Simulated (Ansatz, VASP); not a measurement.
**Sb in VASP and in Ansatz**

POSCAR

```
Sb
1.0
    3.0954921035      0.0000000000      0.0000000000
    0.0000000000      3.0954921035      0.0000000000
    0.0000000000      0.0000000000      3.0954921035
Sb
1
Direct
    0.0000000000      0.0000000000      0.0000000000
```

Contents of INCAR.step1:

```
PREC     = Accurate       # precision mode
ENCUT    = 520            # plane-wave cutoff, eV
EDIFF    = 1E-5           # SCF threshold, eV
ISMEAR   = -1             # smearing method
SIGMA    = 0.05           # smearing width, eV
LREAL    = False          # projectors in reciprocal space
LASPH    = True           # aspherical terms in the spheres
NELM     = 80             # most SCF steps
ALGO     = Normal         # electronic algorithm
ISIF     = 2              # what is computed and relaxed
LWAVE    = True           # write WAVECAR
GGA      = PE             # functional
NBANDS   = 8              # bands
```

The input INCAR.step2:

```
PREC     = Accurate       # precision mode
ENCUT    = 520            # plane-wave cutoff, eV
EDIFF    = 1E-7           # SCF threshold, eV
ISMEAR   = -1             # smearing method
SIGMA    = 0.05           # smearing width, eV
LREAL    = False          # projectors in reciprocal space
LASPH    = True           # aspherical terms in the spheres
NELM     = 80             # most SCF steps
ALGO     = Normal         # electronic algorithm
ISIF     = 2              # what is computed and relaxed
LWAVE    = False          # write WAVECAR
LCHARG   = True           # write CHGCAR
GGA      = PE             # functional
LHFCALC  = True           # exact exchange
AEXX     = 0.25           # exact-exchange fraction
PRECFOCK = Normal       
LELF     = True           # ELF
LVHAR    = True         
ISTART   = 1            
NBANDS   = 8              # bands
```

The input KPOINTS:

```
regular mesh
0
Gamma
  4 4 4
```

Contents of input.yaml:

```yaml
crystal:
  lattice:
    - [3.0954921035, 0.0, 0.0]
    - [0.0, 3.0954921035, 0.0]
    - [0.0, 0.0, 3.0954921035]
  atoms:
    - { symbol: Sb, position: [0.0, 0.0, 0.0] }
hamiltonian:
  xc: pbe0
  pseudopotentials: { kind: paw }
kpoints:
  mp_grid: { grid: [4, 4, 4] }
scf:
  occupations: { method: fermi_dirac, width: 0.05 }
output:
  forces: true
  stress: true
  eigenvalues: true
  write_density: true
  write_potential: true
  elf: true
  volumetric_format: npy
```

Alike in both runs: task single point; functional PBE0; k mesh 4 × 4 × 4; occupations fermi-dirac, width 0.05 eV; no spin polarisation.

|  | VASP | Ansatz |
| --- | --- | --- |
| version | VASP 6.6.1 | Ansatz 0.2.0 |
| potentials or method | VASP PAW PBE potentials, release 64 (Sb) | Ansatz PAW |
| plane-wave cutoff (eV) | 520 | 420 |
| valence electrons in the cell | 5 | 15 |

VASP gave:

| Item | Value |
| --- | --- |
| gap on the k mesh at the Fermi level (eV) | none |
| pressure (GPa) | -4.0 |

Task: Estimate Ansatz's values.

Result: gap on the k mesh at the Fermi level (eV): none; pressure (GPa): -2.8.

A gap of «none» marks a metal or a gap that the smearing closes. VASP's potentials hold 5 valence electrons a cell and Ansatz's 15, so a difference there can come from the potentials and not from the codes.

The k mesh is coarse, so the values compare programs but aren't converged. Neither program's run includes spin-orbit coupling.
